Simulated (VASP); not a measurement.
A run of VASP 6.6.1 is set up as follows.

POSCAR

```
InP
1.0
    3.8532866816      0.0000000000      0.0000000000
   -1.9266433408      3.3370441544      0.0000000000
    0.0000000000      0.0000000000      6.5534407716
In P
2 2
Direct
    0.0000000000      0.0000000000      0.0000000000
    0.0000000000      0.0000000000      0.5000000000
    0.3333333333      0.6666666667      0.2500000000
    0.6666666667      0.3333333333      0.7500000000
```

INCAR.step1

```
PREC = Accurate
ENCUT = 520
ISMEAR = -1
SIGMA = 0.02
LREAL = F
LASPH = T
NELM = 60
NBANDS = 26
GGA = PE
ALGO = Normal
EDIFF = 1E-4
LWAVE = T
LCHARG = F
```

Contents of INCAR.step2:

```
PREC = Accurate
ENCUT = 520
EDIFF = 1E-6
ISMEAR = -1
SIGMA = 0.02
LREAL = F
LASPH = T
NELM = 60
ALGO = Normal
ISIF = 2
LWAVE = F
LCHARG = F
METAGGA = R2SCAN
LMIXTAU = T
NBANDS = 26
ISTART = 1
```

KPOINTS

```
regular mesh
0
Gamma
  6 6 4
```

Potentials or basis: VASP PAW PBE potentials, release 64 (In_d, P).

Run with:

```bash
$ cat potpaw_PBE.64/In_d/POTCAR potpaw_PBE.64/P/POTCAR > POTCAR
$ cp INCAR.step1 INCAR
$ mpirun -np 1 vasp_std > vasp.out
$ cp INCAR.step2 INCAR
$ mpirun -np 1 vasp_std > vasp.out
```

(1) Estimate the pressure.

(2) Predict the band gap on the k mesh.

## Answers

(1) 0.0 GPa.

(2) zero (band 18 reaches 7.43 eV, above the bottom of band 19 at 4.85 eV).

Caveat: the PAW data sets were made with another functional, which shifts forces and pressure a little; spin-orbit coupling is left out, which moves the levels of the heavy elements.
